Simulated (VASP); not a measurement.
Here is a VASP 6.6.1 calculation.

File INCAR:

```
SYSTEM = BIr12
PREC = Accurate ; ENCUT = 520
EDIFF = 1E-7 ; ISMEAR = 0
SIGMA = 0.05 ; LREAL = .FALSE.
LASPH = .TRUE. ; NELM = 100
ALGO = Normal ; ISIF = 2
LWAVE = .FALSE. ; LCHARG = .FALSE.
GGA = PE ; NBANDS = 68
```

File KPOINTS:

```
Automatic mesh
0
G
  4 4 1
  0 0 0
```

The input POSCAR:

```
BIr12
1.0
    5.4305798630      0.0000000000      0.0000000000
    2.7152899315      4.7030201186      0.0000000000
    0.0000000000      0.0000000000     15.4340500000
Ir B
12 1
Direct
    0.1666666700      0.1666666600      0.0647918100
    0.6666666667      0.1666666667      0.0647918100
    0.1666666700      0.6666666700      0.0647918100
    0.6666666600      0.6666666700      0.0647918100
   -0.1660229518      0.3339770482      0.2078116244
    0.3320459036      0.3339770482      0.2078116244
   -0.1660229518      0.8320459036      0.2078116244
    0.3333333333      0.8333333333      0.2046402778
   -0.0115485548      0.0057742774      0.3541163710
    0.5057742774      0.0057742774      0.3541163710
    0.0000000000      0.5000000000      0.3480881064
    0.5057742774      0.4884514452      0.3541163710
    0.3333333333      0.8333333333      0.4322530472
```

Potentials or basis: VASP PAW PBE potentials, release 64 (Ir, B).

Launch:

```sh
$ cat potpaw_PBE.64/Ir/POTCAR potpaw_PBE.64/B/POTCAR > POTCAR
$ mpirun -np 1 vasp_std > vasp.out
```

Problem. What does it give for the band gap on the k mesh?

Solution. Zero (an odd number of electrons rules out a gap without spin polarisation).

Problem. What does it give for the largest force?

Solution. 0.222 eV/Å.

Forces on the atoms (eV/Å):
```
Ir   0.000 -0.221 -0.021
Ir   0.000  0.000 -0.086
Ir   0.191  0.110 -0.021
Ir  -0.191  0.110 -0.021
Ir  -0.010 -0.006 -0.004
Ir   0.010 -0.006 -0.004
Ir   0.000  0.011 -0.004
Ir   0.000  0.000  0.035
Ir  -0.071  0.041 -0.021
Ir   0.071  0.041 -0.021
Ir   0.000  0.000  0.041
Ir   0.000 -0.082 -0.021
B    0.000  0.000  0.148
```

Caveat: there is no dipole correction, which matters where the two faces differ; spin-orbit coupling is left out, which moves the levels of the heavy elements.
